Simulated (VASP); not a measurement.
**N: single point with LDA**

N:

```
N
1.0
     4.98671    0.00000    0.00000
     0.00000    4.98671    0.00000
     0.00000    0.00000    4.98671
N
4
Direct
  0.99998 0.99998 0.99998
  0.50002 0.00002 0.49998
  0.49998 0.50002 0.00002
  0.00002 0.49998 0.50002
```

This cell differs from its parent crystal: volume scaled by 1.10, then relaxed in part.

- Program: VASP 6.6.1
- Task: single point
- Functional: LDA
- Potentials or basis: VASP PAW LDA potentials, release 64 (N)
- Cutoff: 520 eV
- k mesh: 6 × 6 × 6
- Occupations: gaussian, width 0.02 eV
- Spin: collinear spin, ferromagnetic start
- Starting moments: [3.15, 3.15, 3.15, 3.15] μB

- Pressure: -0.3 GPa
- Band gap on the k mesh: 1.89 eV
- Net moment: 12.00 μB per cell
- Site moments: N +1.93 μB
- Valence electrons inside the program's atomic spheres: N 3.24

Levels at points of the mesh, in eV from the valence-band top:
Spin up:
```tsv
k point	band 12	band 13	band 14	band 15	band 16	band 17	band 18	band 19	band 20	band 21
(0.00, 0.00, 0.00)	-0.45	-0.45	0.00	0.00	0.00	6.99	10.66	10.66	10.66	12.86
(0.50, 0.00, 0.00)	-0.52	-0.23	-0.23	-0.23	-0.23	8.74	8.74	11.48	11.48	12.95
(0.50, 0.50, 0.00)	-0.59	-0.15	-0.15	-0.15	-0.15	10.07	10.07	10.07	10.07	13.51
(0.50, 0.50, 0.50)	-0.15	-0.15	-0.15	-0.15	-0.15	10.83	10.83	10.83	10.83	11.28
```
Spin down:
```csv
k point,band 1,band 2,band 3,band 4,band 5,band 6,band 7,band 8,band 9
"(0.00, 0.00, 0.00)",-8.23,-7.44,-7.44,-7.44,2.20,2.20,2.20,3.60,3.60
"(0.50, 0.00, 0.00)",-7.85,-7.85,-7.43,-7.43,2.84,2.84,2.84,2.84,3.00
"(0.50, 0.50, 0.00)",-7.64,-7.64,-7.64,-7.64,2.50,2.50,2.50,2.50,3.35
"(0.50, 0.50, 0.50)",-7.62,-7.62,-7.62,-7.62,1.89,1.89,1.89,1.89,4.08
```

Run time: 120 s on 1 thread of Intel(R) Xeon(R) Platinum 8259CL CPU @ 2.50GHz (Skylake/Cascade Lake), with other jobs on the host, peak memory 0.24 GiB.

 A k mesh can miss the band edges.
